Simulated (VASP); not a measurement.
Wanted: the native input for a VASP 6.6.1 run.

* Task: relaxation of cell and atoms
* Functional: PBE
* Potentials or basis: VASP PAW PBE potentials, release 64 (Ag)
* Cutoff: 600 eV
* k mesh: 17 × 17 × 17
* Occupations: fermi-dirac, width 0.08 eV
* Spin: no spin polarisation
* Target pressure: 31 GPa
* Dipole correction: no
* Further INCAR settings: ALGO = Normal; EDIFF = 1e-07; IBRION = 2; EDIFFG = -0.005; NSW = 32; ISIF = 3

The structure of Ag lies in POSCAR:

```
Ag
1.0
    0.0000000000      1.9433521845      1.9433521845
    1.9433521845      0.0000000000      1.9433521845
    1.9433521845      1.9433521845      0.0000000000
Ag
1
Direct
    0.0000000000      0.0000000000      0.0000000000
```

These files were run (other wordings do the same):

INCAR

```
  PREC = Accurate
  ENCUT = 600
  EDIFF = 1E-7
  ISMEAR = -1
  SIGMA = 0.08
  LREAL = F
  LASPH = T
  NELM = 80
  ALGO = Normal
  ISIF = 3
  LWAVE = F
  LCHARG = F
  GGA = PE
  IBRION = 2
  NSW = 32
  EDIFFG = -0.005
  PSTRESS = 310.0
```

KPOINTS

```
regular mesh
0
Gamma
  17 17 17
```

Potentials or basis: VASP PAW PBE potentials, release 64 (Ag).

Launch:

```console
$ cat potpaw_PBE.64/Ag/POTCAR > POTCAR
$ mpirun -np 1 vasp_std > vasp.out
```

Results of the run:

- Relaxed volume: 14.65 Å³/atom
- Relaxed cell: a = 2.747 Å, b = 2.747 Å, c = 2.747 Å, α = 60.00°, β = 60.00°, γ = 60.00°
- Space group after relaxing (to 0.05 Å): Fm-3m (No. 225)
- Energy change on relaxing (the enthalpy is what falls): +5.5 meV/atom
- Ionic steps: 3
- Pressure after relaxing: 31.0 GPa

Caveat: the cell is relaxed towards a set pressure, so the enthalpy falls and the energy may rise.

Wall time 16 s on 1 thread of Intel(R) Xeon(R) 6975P-C (Granite Rapids), with other jobs on the host, peak memory 0.16 GiB.
